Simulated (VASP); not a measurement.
# HfB (Fm-3m) in VASP: a series of runs

HfB is run at these levels: PBE, LDA; tasks: single point, relaxation of shape and atoms at fixed volume.

Program: VASP 6.6.1. These are calculated values, not measurements. Logs are shortened: lines on timing, memory, paths and dates and some standing lists are left out, and cuts for length are marked.

## Step 1: The cell of the first run

It takes space group Fm-3m (No. 225, cubic). The conventional cell has a = 4.620 Å, b = 4.620 Å, c = 4.620 Å, α = 90.00°, β = 90.00°, γ = 90.00°. Hf (site symmetry m-3m) has 6 B at 2.31 Å within 3.1 Å. Within 3.1 Å of B (site symmetry m-3m) lie 6 Hf at 2.31 Å.

## Step 2: Single point, PBE

Input file INCAR:

```
PREC = Accurate
ENCUT = 520
EDIFF = 1E-6
ISMEAR = -1
SIGMA = 0.025851999786435532
LREAL = False
LASPH = True
NELM = 100
ALGO = Normal
ISIF = 2
LWAVE = False
LCHARG = True
GGA = PE
LELF = True
LVHAR = True
NELECT = 15.0
NBANDS = 14
```

Input file KPOINTS:

```
regular mesh
0
Gamma
  6 6 6
```

Input file POSCAR:

```
HfB
1.0
    0.0000000000      2.3100000000      2.3100000000
    2.3100000000      0.0000000000      2.3100000000
    2.3100000000      2.3100000000      0.0000000000
Hf B
1 1
Direct
    0.5000000000      0.5000000000      0.5000000000
    0.0000000000      0.0000000000      0.0000000000
```

Potentials or basis: VASP PAW PBE potentials, release 64 (Hf_pv, B).

On the command line:

```bash
cat potpaw_PBE.64/Hf_pv/POTCAR potpaw_PBE.64/B/POTCAR > POTCAR
mpirun -np 1 vasp_std > vasp.out
```

OUTCAR:

```text
PREC = Accurate
   ENCUT = 520
   EDIFF = 1E-6
   ISMEAR = -1
   LREAL = False
   LASPH = True
   NELM = 100
   ISIF = 2
   GGA = PE
   NELECT = 15.0

 ion  position               nearest neighbor table
   1  0.500  0.500  0.500-   2 2.31   2 2.31   2 2.31   2 2.31   2 2.31   2 2.31
   2  0.000  0.000  0.000-   1 2.31   1 2.31   1 2.31   1 2.31   1 2.31   1 2.31

  LATTYP: Found a face centered cubic cell.
 ALAT       =     4.6200000000

  Lattice vectors:

 A1 = (   0.0000000000,   2.3100000000,   2.3100000000)
 A2 = (   2.3100000000,   0.0000000000,   2.3100000000)
 A3 = (   2.3100000000,   2.3100000000,   0.0000000000)

Analysis of symmetry for initial positions (statically):
=====================================================================
 Subroutine PRICEL returns:
 Original cell was already a primitive cell.

 Routine SETGRP: Setting up the symmetry group for a
 face centered cubic supercell.

 Subroutine GETGRP returns: Found 48 space group operations
 (whereof 48 operations were pure point group operations)
 out of a pool of 48 trial point group operations.

The static configuration has the point symmetry O_h .

Analysis of symmetry for dynamics (positions and initial velocities):
=====================================================================
 Subroutine PRICEL returns:
 Original cell was already a primitive cell.

 Routine SETGRP: Setting up the symmetry group for a
 face centered cubic supercell.

 Subroutine GETGRP returns: Found 48 space group operations
 (whereof 48 operations were pure point group operations)
 out of a pool of 48 trial point group operations.

The dynamic configuration has the point symmetry O_h .

 Subroutine INISYM returns: Found 48 space group operations
 (whereof 48 operations are pure point group operations),
 and found     1 'primitive' translations

----------------------------------------------------------------------------------------

                                     Primitive cell

  volume of cell :      24.6528

  direct lattice vectors                    reciprocal lattice vectors
     0.000000000  2.310000000  2.310000000    -0.216450216  0.216450216  0.216450216
     2.310000000  0.000000000  2.310000000     0.216450216 -0.216450216  0.216450216
     2.310000000  2.310000000  0.000000000     0.216450216  0.216450216 -0.216450216

  length of vectors
     3.266833329  3.266833329  3.266833329     0.374902772  0.374902772  0.374902772

  position of ions in fractional coordinates (direct lattice)
     0.500000000  0.500000000  0.500000000
     0.000000000  0.000000000  0.000000000

  ion indices of the primitive-cell ions
   primitive index   ion index
                 1           1
                 2           2

----------------------------------------------------------------------------------------

 KPOINTS: regular mesh

Automatic generation of k-mesh.
 Grid dimensions read from file:
 generate k-points for:    6    6    6

 Generating k-lattice:

  Cartesian coordinates                     Fractional coordinates (reciprocal lattice)
    -0.036075036  0.036075036  0.036075036     0.166666667  0.000000000  0.000000000
     0.036075036 -0.036075036  0.036075036     0.000000000  0.166666667  0.000000000
     0.036075036  0.036075036 -0.036075036     0.000000000  0.000000000  0.166666667

  Length of vectors
     0.062483795  0.062483795  0.062483795

  Shift w.r.t. Gamma in fractional coordinates (k-lattice)
     0.000000000  0.000000000  0.000000000

 Subroutine IBZKPT returns following result:
 ===========================================

 Found     16 irreducible k-points:

 Following reciprocal coordinates:
            Coordinates               Weight
  0.000000  0.000000  0.000000      1.000000
  0.166667  0.000000  0.000000      8.000000
  0.333333  0.000000  0.000000      8.000000
  0.500000  0.000000  0.000000      4.000000
  0.166667  0.166667  0.000000      6.000000
  0.333333  0.166667  0.000000     24.000000
[... 8 lines left out ...]
 -0.333333  0.333333  0.166667     24.000000
 -0.333333  0.500000  0.166667     12.000000
   k-points           NKPTS =     16   k-points in BZ     NKDIM =     16   number of bands    NBANDS=     14
   number of dos      NEDOS =    301   number of ions     NIONS =      2
   total plane-waves  NPLWV =  13824
   dimension x,y,z NGX =    24 NGY =   24 NGZ =   24
   dimension x,y,z NGXF=    48 NGYF=   48 NGZF=   48
   ions per type =               1   1
   NGX,Y,Z   is equivalent  to a cutoff of  12.21, 12.21, 12.21 a.u.
   NGXF,Y,Z  is equivalent  to a cutoff of  24.43, 24.43, 24.43 a.u.
 SYSTEM =  unknown system
   PREC   = accura    normal or accurate (medium, high low for compatibility)
   ISTART =      0    job   : 0-new  1-cont  2-samecut
   ICHARG =      2    charge: 1-file 2-atom 10-const
   ISPIN  =      1    spin polarized calculation?
   LNONCOLLINEAR =      F non collinear calculations
   LSORBIT =      F    spin-orbit coupling
   LASPH  =      T    aspherical Exc in radial PAW
   ENCUT  =  520.0 eV  38.22 Ry    6.18 a.u.   6.07  6.07  6.07*2*pi/ulx,y,z
   NELM   =    100;   NELMIN=  2; NELMDL= -5     # of ELM steps
   EDIFF  = 0.1E-05   stopping-criterion for ELM
   LREAL  =      F    real-space projection
   EDIFFG = 0.1E-04   stopping-criterion for IOM
   NSW    =      0    number of steps for IOM
   IBRION =     -1    ionic relax: 0-MD 1-quasi-New 2-CG
   NFREE  =      0    steps in history (QN), initial steepest desc. (CG)
   ISIF   =      2    stress and relaxation
   ISYM   =      2    0-nonsym 1-usesym 2-fastsym
   POTIM  = 0.5000    time-step for ionic-motion
   TEBEG  =    0.0;   TEEND  =   0.0 temperature during run
   PSTRESS=    0.0 pullay stress
   NELECT =      15.0000    total number of electrons
   NUPDOWN=      -1.0000    fix difference up-down
   EMIN   =  10.00;   EMAX   =-10.00  energy-range for DOS
   EFERMI =   0.00;   METHOD = LEGACY
   ISMEAR =    -1;   SIGMA  =   0.03  broadening in eV -4-tet -1-fermi 0-gaus
   EFERMI_NEDOS =   21; number of points for ismear=-14 and -15
   IALGO  =     38    algorithm
   IMIX   =      4    mixing-type and parameters
     AMIX     =   0.40;   BMIX     =  1.00
     AMIX_MAG =   1.60;   BMIX_MAG =  1.00
  volume/ion in A,a.u.               =      12.33        83.18
  Fermi-wavevector in a.u.,A,eV,Ry     =   1.387235  2.621493 26.183325  1.924420
  Thomas-Fermi vector in A             =   2.511475
   LORBIT       =      0    0 simple, 1 ext, 2 COOP (PROOUT), +10 PAW based schemes
   GGA     = PE    functional components
   LHFCALC =     F    Hartree Fock is set to
   AEXX    =    0.0000 exact exchange contribution
   IVDW    =     0    specifies the selected vdW correction
   LEPSILON=     F    determine dielectric tensor
   LRPA    =     F    only Hartree local field effects (RPA)
 non-spin polarized calculation
  energy-cutoff  :      520.00
  volume of cell :       24.65
 maximum number of plane-waves:       680
   NGX = 13   NGY = 13   NGZ = 13

 number of electron      15.0000002 magnetization

 Free energy of the ion-electron system (eV)
  ---------------------------------------------------
  ext. energy  EPLUGINS =         0.00000000
  ---------------------------------------------------
  free energy    TOTEN  =        -3.74680857 eV

  energy without entropy =       -3.74334072  energy(sigma->0) =       -3.74507465

 E-fermi :   8.3085     XC(G=0): -13.0365

 val. band max:        8.2855933851   @ k =   0.5000   0.3333   0.1667
 cond. band min:       8.6871372883   @ k =  -0.3333   0.5000   0.1667
 fundamental gap:      0.4015439032
 Fermi energy:         8.3085319192

 k-point     1 :       0.0000    0.0000    0.0000
  band No.  band energies     occupation
      1     -23.1721      2.00000
      2     -23.1721      2.00000
      3     -23.1721      2.00000
      4      -5.0664      2.00000
      5       6.6453      2.00000
      6       6.6453      2.00000
      7       6.6453      2.00000
      8       8.8110      0.00000
      9       8.8110      0.00000
     10       8.8110      0.00000
     11       8.9295      0.00000
     12       8.9295      0.00000
     13      15.5283      0.00000
     14      17.6406      0.00000

 k-point     2 :       0.1667    0.0000    0.0000
  band No.  band energies     occupation
      1     -23.3824      2.00000
      2     -23.1936      2.00000
      3     -23.1936      2.00000
      4      -4.2706      2.00000
      5       4.7870      2.00000
      6       5.6332      2.00000
      7       5.6332      2.00000
      8       7.7783      2.00000
      9       7.7783      2.00000
     10       9.4567      0.00000
     11      12.6048      0.00000
     12      12.6048      0.00000
     13      17.5206      0.00000
     14      18.3761      0.00000

 k-point     3 :       0.3333    0.0000    0.0000
  band No.  band energies     occupation
      1     -23.7782      2.00000
      2     -23.2361      2.00000
      3     -23.2361      2.00000
      4      -2.3347      2.00000
      5       2.3531      2.00000
      6       3.9126      2.00000
      7       3.9126      2.00000
      8       9.6548      0.00000
      9       9.6548      0.00000
     10      10.2698      0.00000
     11      16.3261      0.00000
     12      16.7356      0.00000
     13      16.7356      0.00000
     14      20.7211      0.00000
[... 188 lines left out ...]
 k-point    15 :      -0.3333    0.3333    0.1667
  band No.  band energies     occupation
      1     -23.7814      2.00000
      2     -23.5764      2.00000
      3     -23.3778      2.00000
      4      -0.5942      2.00000
      5       1.5193      2.00000
      6       3.2364      2.00000
      7       4.1062      2.00000
      8       9.6930      0.00000
      9      10.1571      0.00000
     10      12.3591      0.00000
     11      14.8401      0.00000
     12      16.4106      0.00000
     13      18.4039      0.00000
     14      20.7195      0.00000

 k-point    16 :      -0.3333    0.5000    0.1667
  band No.  band energies     occupation
      1     -23.7886      2.00000
      2     -23.5667      2.00000
      3     -23.4577      2.00000
      4      -1.2795      2.00000
      5       3.0515      2.00000
      6       3.3052      2.00000
      7       4.1710      2.00000
      8       8.6871      0.00000
      9      11.5696      0.00000
     10      12.6037      0.00000
     11      12.6364      0.00000
     12      15.7145      0.00000
     13      20.1094      0.00000
     14      20.2182      0.00000

------------------------ aborting loop because EDIFF is reached ----------------------------------------

  FORCE on cell =-STRESS in cart. coord.  units (eV):
  Direction    XX          YY          ZZ          XY          YZ          ZX
  --------------------------------------------------------------------------------------
  -------------------------------------------------------------------------------------
  Total       20.6493009     20.6493009     20.6493009      0.0000000      0.0000000      0.0000000
  in kB     1341.9922246   1341.9922246   1341.9922246      0.0000000      0.0000000      0.0000000
  external PRESSURE =    1341.9922246 kB  Pullay stress =       0.0000000 kB

 VOLUME and BASIS-vectors are now :
 -----------------------------------------------------------------------------
  energy-cutoff  :      520.00
  volume of cell :       24.65
      direct lattice vectors                 reciprocal lattice vectors
     0.000000000  2.310000000  2.310000000    -0.216450216  0.216450216  0.216450216
     2.310000000  0.000000000  2.310000000     0.216450216 -0.216450216  0.216450216
     2.310000000  2.310000000  0.000000000     0.216450216  0.216450216 -0.216450216

 POSITION                                       TOTAL-FORCE (eV/Angst)
 -----------------------------------------------------------------------------------
      2.31000      2.31000      2.31000         0.000000     -0.000000     -0.000000
      0.00000      0.00000      0.00000        -0.000000      0.000000      0.000000
 -----------------------------------------------------------------------------------
    total drift:                                0.000000     -0.000000      0.000000

  FREE ENERGIE OF THE ION-ELECTRON SYSTEM (eV)
  ---------------------------------------------------
  free  energy   TOTEN  =        -3.7468085743 eV

  energy  without entropy=       -3.7433407227  energy(sigma->0) =       -3.74507465
```

Run time: 11 s. Hardware: 1 thread of AMD EPYC 7R43 (Zen 3), shared host; peak memory 0.1 GiB.

Results:

- Free energy: -3.7468 eV

Caveat: the k points lie up to 0.39 Å⁻¹ apart; the cell carries a net charge on a neutralising background, which shifts energy and pressure; the cell is charged against a uniform background, so pressure and absolute levels hang on convention; spin-orbit coupling is left out, which moves the levels of the heavy elements.

## Step 3: Single point, PBE

Input file INCAR:

```
SYSTEM = HfB
PREC = Accurate ; ENCUT = 520
EDIFF = 1E-6 ; ISMEAR = 1
SIGMA = 0.0053 ; LREAL = .FALSE.
LASPH = .TRUE. ; NELM = 100
ALGO = Normal ; ISIF = 2
LWAVE = .FALSE. ; LCHARG = .FALSE.
GGA = PE ; NBANDS = 14
```

Input file KPOINTS:

```
regular mesh
0
G
  6 6 6
  0 0 0
```

POSCAR is that of step 2.

Potentials or basis: VASP PAW PBE potentials, release 64 (Hf_pv, B).

On the command line:

```bash
cat potpaw_PBE.64/Hf_pv/POTCAR potpaw_PBE.64/B/POTCAR > POTCAR
mpirun -np 1 vasp_std > vasp.out
```

OUTCAR:

```text
SYSTEM = HfB
   PREC = Accurate
   ENCUT = 520
   EDIFF = 1E-6
   ISMEAR = 1
   LREAL = .FALSE.
   LASPH = .TRUE.
   NELM = 100
   ISIF = 2
   GGA = PE

 ion  position               nearest neighbor table
   1  0.500  0.500  0.500-   2 2.31   2 2.31   2 2.31   2 2.31   2 2.31   2 2.31
   2  0.000  0.000  0.000-   1 2.31   1 2.31   1 2.31   1 2.31   1 2.31   1 2.31

  LATTYP: Found a face centered cubic cell.
 ALAT       =     4.6200000000

  Lattice vectors:

 A1 = (   0.0000000000,   2.3100000000,   2.3100000000)
 A2 = (   2.3100000000,   0.0000000000,   2.3100000000)
[... 447 lines left out ...]

  FORCE on cell =-STRESS in cart. coord.  units (eV):
  Direction    XX          YY          ZZ          XY          YZ          ZX
  --------------------------------------------------------------------------------------
  -------------------------------------------------------------------------------------
  Total        4.7055948      4.7055948      4.7055948     -0.0000000      0.0000000      0.0000000
  in kB      305.8152739    305.8152739    305.8152739     -0.0000000      0.0000000      0.0000000
  external PRESSURE =     305.8152739 kB  Pullay stress =       0.0000000 kB

 VOLUME and BASIS-vectors are now :
 -----------------------------------------------------------------------------
  energy-cutoff  :      520.00
  volume of cell :       24.65
      direct lattice vectors                 reciprocal lattice vectors
     0.000000000  2.310000000  2.310000000    -0.216450216  0.216450216  0.216450216
     2.310000000  0.000000000  2.310000000     0.216450216 -0.216450216  0.216450216
     2.310000000  2.310000000  0.000000000     0.216450216  0.216450216 -0.216450216

 POSITION                                       TOTAL-FORCE (eV/Angst)
 -----------------------------------------------------------------------------------
      2.31000      2.31000      2.31000         0.000000      0.000000      0.000000
      0.00000      0.00000      0.00000        -0.000000     -0.000000     -0.000000
 -----------------------------------------------------------------------------------
    total drift:                                0.000000     -0.000000      0.000000

  FREE ENERGIE OF THE ION-ELECTRON SYSTEM (eV)
  ---------------------------------------------------
  free  energy   TOTEN  =       -17.1667303741 eV

  energy  without entropy=      -17.1665642516  energy(sigma->0) =      -17.16667500
```

It took 10 s on 1 thread of AMD EPYC 7R43 (Zen 3), shared host; peak memory 0.1 GiB.

What came out:

```yaml
Free_energy: -17.1667 eV
Pressure: 30.6 GPa
```

Caveat: the k points lie up to 0.39 Å⁻¹ apart; spin-orbit coupling is left out, which moves the levels of the heavy elements.

[end of part 1 of 2]
